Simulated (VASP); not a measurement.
Here is a VASP 6.6.1 calculation.

INCAR

```
PREC = Accurate
ENCUT = 520
EDIFF = 1E-7
ISMEAR = -1
SIGMA = 0.05
LREAL = False
LASPH = True
NELM = 150
ALGO = Normal
ISIF = 2
LWAVE = False
LCHARG = False
ISPIN = 2
MAGMOM = 1 1 1 1
LORBIT = 11
LMAXMIX = 4
GGA = PE
NBANDS = 42
```

KPOINTS

```
Automatic mesh
0
Gamma
  18 18 5
```

Contents of POSCAR:

```
Rh
1.0
    2.7462743686      0.0000000000      0.0000000000
   -1.3731371843      2.3783433689      0.0000000000
    0.0000000000      0.0000000000      8.9626297902
Rh
4
Direct
    1.0000000000      1.0000000000      0.0000000000
    1.0000000000      1.0000000000      0.5000000000
    0.3333333333      0.6666666667      0.2500000000
    0.6666666667      0.3333333333      0.7500000000
```

Potentials or basis: VASP PAW PBE potentials, release 64 (Rh_pv).

The run is started by

```sh
$ cat potpaw_PBE.64/Rh_pv/POTCAR > POTCAR
$ mpirun -np 1 vasp_std > vasp.out
```

Problem. What does it give for the band gap on the k mesh?

Solution. Zero (filled and empty bands overlap).

Problem. Predict the pressure.

Solution. -9.0 GPa.

Stress tensor (GPa, compression positive):
```
-8.88  0.00  0.00
 0.00 -8.88  0.00
 0.00  0.00 -9.27
```

Caveat: the cell stands under tension.
